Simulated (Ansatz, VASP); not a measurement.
## BN: VASP beside Ansatz

```
B N
1.0
     2.45178    0.00000    0.00000
    -1.22589    2.12331    0.00000
     0.00000    0.00000    4.22685
B N
2 2
Cartesian
  1.2259 0.7078 4.2257
  0.0000 1.4155 2.1123
  1.2259 0.7078 2.6430
  0.0000 1.4155 0.5295
```

Change from the starting cell: strain -0.040 along x and y, +0.000 along z, atoms carried along.

Alike in both runs: task single point; functional PBEsol; k mesh 12 × 12 × 6; occupations gaussian, width 0.05 eV; no spin polarisation.

|  | VASP | Ansatz |
| --- | --- | --- |
| version | VASP 6.6.1 | Ansatz 0.2.0 |
| potentials or method | VASP PAW PBE potentials, release 64 (B, N), cutoff 520 eV | scalar-relativistic, plane waves, PAW |
| valence electrons in the cell | 16 | 16 |

|  | VASP | Ansatz | Ansatz less VASP |
| --- | --- | --- | --- |
| gap on the k mesh at the Fermi level (eV) | 4.65 | 4.67 | +0.019 |
| least direct gap on the mesh (eV) | 7.52 | 7.52 | +0.004 |
| pressure (GPa) | 30.3 | 29.4 | -0.87 |
| traceless stress, the component that is largest in VASP (GPa) | -31.12 | -30.83 | +0.291 |
| rms of the force components (eV/Å) | 0.121 | 0.112 | -0.0081 |

VASP's potentials were made for PBE, not for PBEsol. Atom by atom the forces differ by 0.008 eV/Å (rms over components). Both programs put the cell under a high pressure, so it lies far from rest at this level. With one functional, cell and mesh, what is left measures potentials, basis and numerics.
